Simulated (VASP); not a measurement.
A run of VASP 6.6.1 is set up as follows.

The input INCAR:

```
SYSTEM = BeCd3S4
PREC = Accurate
ENCUT = 600
EDIFF = 1E-6
ISMEAR = 0
SIGMA = 0.15
LREAL = .False.
LASPH = .True.
NELM = 120
ALGO = Normal
ISIF = 2
LWAVE = .False.
LCHARG = .False.
GGA = PE
NBANDS = 41
GGA_COMPAT = .False.
```

KPOINTS

```
regular mesh
0
Gamma
  2 2 2
  0 0 0
```

POSCAR

```
BeCd3S4
1.0
    4.3353491972     -4.4513793968      0.0000000000
    4.3353491972      4.4513793968      0.0000000000
    0.0000000000      0.0000000000      8.7841690656
Be Cd S
1 3 4
Direct
    0.5000000000      0.5000000000      0.0000000000
    0.5000000000      0.5000000000      0.7339977631
    0.5000000000      0.5000000000      0.2660022369
    0.0000000000      0.0000000000      0.5000000000
    0.7220302017      0.2779697983      0.5000000000
    0.2779697983      0.7220302017      0.5000000000
    0.2842165405      0.2842165405      0.5000000000
    0.7157834595      0.7157834595      0.5000000000
```

Potentials or basis: VASP PAW PBE potentials, release 64 (Be, Cd, S).

Launch:

```sh
$ cat potpaw_PBE.64/Be/POTCAR potpaw_PBE.64/Cd/POTCAR potpaw_PBE.64/S/POTCAR > POTCAR
$ mpirun -np 1 vasp_std > vasp.out
```

Question: What does it give for the pressure?

Answer: 0.1 GPa.

Question: Predict the band gap on the k mesh.

Answer: Zero (bands 31 and 32 overlap by 1.70 eV).

Question: Predict the largest force.

Answer: 0.029 eV/Å.

Forces in eV/Å, atoms in the order of the input:
```
Be   0.000  0.000  0.000
Cd   0.000  0.000  0.029
Cd   0.000  0.000 -0.029
Cd   0.000  0.000  0.000
S    0.000  0.029  0.000
S    0.000 -0.029  0.000
S    0.024  0.000  0.000
S   -0.024  0.000  0.000
```

Caveat: the k points lie up to 0.51 Å⁻¹ apart, too coarse for converged energies and pressures of a metal.
